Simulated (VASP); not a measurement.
SiW6, 7 atoms in the cell. The cell holds a slab with vacuum, 7 atoms: a = 4.468 Å, b = 4.468 Å, c = 21.726 Å, α = 90.00°, β = 90.00°, γ = 120.00°. 

- Program: VASP 6.6.1
- Task: single point
- Functional: PBE
- Dispersion: D3(BJ)
- Potentials or basis: VASP PAW PBE potentials, release 64 (W_sv, Si)
- Cutoff: 520 eV
- k mesh: 6 × 6 × 1
- Occupations: gaussian, width 0.1 eV
- Spin: no spin polarisation
- Dipole correction: yes
- Further INCAR settings: ALGO = Normal; EDIFF = 1e-06; NBANDS = 53

Potentials or basis: VASP PAW PBE potentials, release 64 (W_sv, Si).

Command:

```sh
$ cat potpaw_PBE.64/W_sv/POTCAR potpaw_PBE.64/Si/POTCAR > POTCAR
$ mpirun -np 1 vasp_std > vasp.out
```

Hardware: 1 thread of Oxide Virtual Turin-like Processor, on a shared host.

Estimate the wall time of this run.

It took 23 min on 1 thread of Oxide Virtual Turin-like Processor (shared host), peak memory 0.63 GiB. Counts: scf iterations 30, k points 20.
